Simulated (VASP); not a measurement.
Wanted: the native input for a VASP 6.6.1 run.

* Task: single point
* Functional: PBE
* Potentials or basis: VASP PAW PBE potentials, release 64 (Cd, Se)
* Cutoff: 520 eV
* k mesh: 7 × 7 × 4
* Occupations: gaussian, width 0.017 eV
* Spin: no spin polarisation
* Dipole correction: no
* Further INCAR settings: ALGO = Normal; EDIFF = 1e-07; NBANDS = 26

The structure of CdSe (Cadmoselite) lies in POSCAR:

```
CdSe
1.0
    4.3000000000      0.0000000000      0.0000000000
   -2.1500000000      3.7239092363      0.0000000000
    0.0000000000      0.0000000000      7.0200000000
Cd Se
2 2
Direct
    0.6666666667      0.3333333333      0.5000000000
    0.3333333333      0.6666666667      0.0000000000
    0.6666666667      0.3333333333      0.8850000000
    0.3333333333      0.6666666667      0.3850000000
```

The input as run:

INCAR

```
PREC     = Accurate       # precision mode
ENCUT    = 520            # plane-wave cutoff, eV
EDIFF    = 1E-7           # SCF threshold, eV
ISMEAR   = 0              # smearing method
SIGMA    = 0.017          # smearing width, eV
LREAL    = False          # projectors in reciprocal space
LASPH    = True           # aspherical terms in the spheres
NELM     = 100            # most SCF steps
ALGO     = Normal         # electronic algorithm
ISIF     = 2              # what is computed and relaxed
LWAVE    = False          # write WAVECAR
LCHARG   = False          # write CHGCAR
GGA      = PE             # functional
NBANDS   = 26             # bands
```

KPOINTS

```
Automatic mesh
0
Gamma
  7 7 4
```

Potentials or basis: VASP PAW PBE potentials, release 64 (Cd, Se).

The run is started by

```sh
$ cat potpaw_PBE.64/Cd/POTCAR potpaw_PBE.64/Se/POTCAR > POTCAR
$ mpirun -np 1 vasp_std > vasp.out
```

Results of the run:

The pressure is 3.3 GPa, the largest force is 0.291 eV/Å and the band gap on the k mesh is 0.70 eV, direct.

It took 63 s on 1 thread of AMD EPYC 7R13 Processor (Zen 3), on a shared host, peak memory 0.22 GiB.
